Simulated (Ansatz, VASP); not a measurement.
One calculation of Nb2C3, two programs

Contents of INCAR:

```
SYSTEM = Nb2C3
ALGO = Normal ; EDIFF = 1E-6
EDIFFG = -0.01 ; ENCUT = 600
GGA = PE ; IBRION = 2
ISIF = 3 ; ISMEAR = 0
LASPH = .True. ; LCHARG = .False.
LREAL = .False. ; LWAVE = .False.
NELM = 100 ; NSW = 100
PREC = Accurate ; SIGMA = 0.1
```

Contents of KPOINTS:

```
k-points
0
Gamma
  10 10 10
  0 0 0
```

File POSCAR:

```
Nb2C3
1.0
    3.8036036658      0.0000000000      0.0000000000
    0.0000000000      3.8036036658      0.0000000000
    0.0000000000      0.0000000000      3.9856795859
Nb C
2 3
Direct
    0.0000000000      0.0000000000      0.0000000000
    0.5000000000      0.5000000000      0.0000000000
    0.0000000000      0.5000000000      0.5000000000
    0.5000000000      0.0000000000      0.5000000000
    0.0000000000      0.0000000000      0.5000000000
```

Input for Ansatz:

```yaml
crystal:
  lattice:
    - [3.8036036658, 0.0, 0.0]
    - [0.0, 3.8036036658, 0.0]
    - [0.0, 0.0, 3.9856795859]
  atoms:
    - { symbol: Nb, position: [0.0, 0.0, 0.0] }
    - { symbol: Nb, position: [0.5, 0.5, 0.0] }
    - { symbol: C, position: [0.0, 0.5, 0.5] }
    - { symbol: C, position: [0.5, 0.0, 0.5] }
    - { symbol: C, position: [0.0, 0.0, 0.5] }
basis:
  ecutwfc: 420
kpoints:
  mp_grid: { grid: [10, 10, 10] }
hamiltonian:
  xc: pbe
scf:
  occupations: { method: gaussian, width: 0.1 }
output:
  forces: true
  stress: true
  eigenvalues: true
  write_density: true
  write_potential: true
  elf: true
  volumetric_format: npy
relax:
  adjacent_minimum: "off"
  f_tol: 0.01
  max_steps: 80
  cell: { stress_tol: 0.05 }
```

Alike in both runs: task relaxation of cell and atoms; functional PBE; k mesh 10 × 10 × 10; occupations gaussian, width 0.1 eV; no spin polarisation.

```csv
,VASP,Ansatz
version,VASP 6.6.1,Ansatz 0.2.0
potentials or method,"VASP PAW PBE potentials, release 64 (Nb_sv, C), cutoff 600 eV","scalar-relativistic, plane waves, PAW"
valence electrons in the cell,38,38
```

VASP gave:

```
gap on the k mesh at the Fermi level, each at its own relaxed structure (eV) : none
relaxed volume (Å³/atom)                                                     : 11.54
relaxed length of the cell vector where the two differ most in proportion (Å)              : 3.938
```

What did Ansatz give for the same quantities?

gap on the k mesh at the Fermi level, each at its own relaxed structure (eV): none; relaxed volume (Å³/atom): 11.56; relaxed length of the cell vector where the two differ most in proportion (Å): 3.942.

A gap of «none» marks a metal or a gap that the smearing closes.
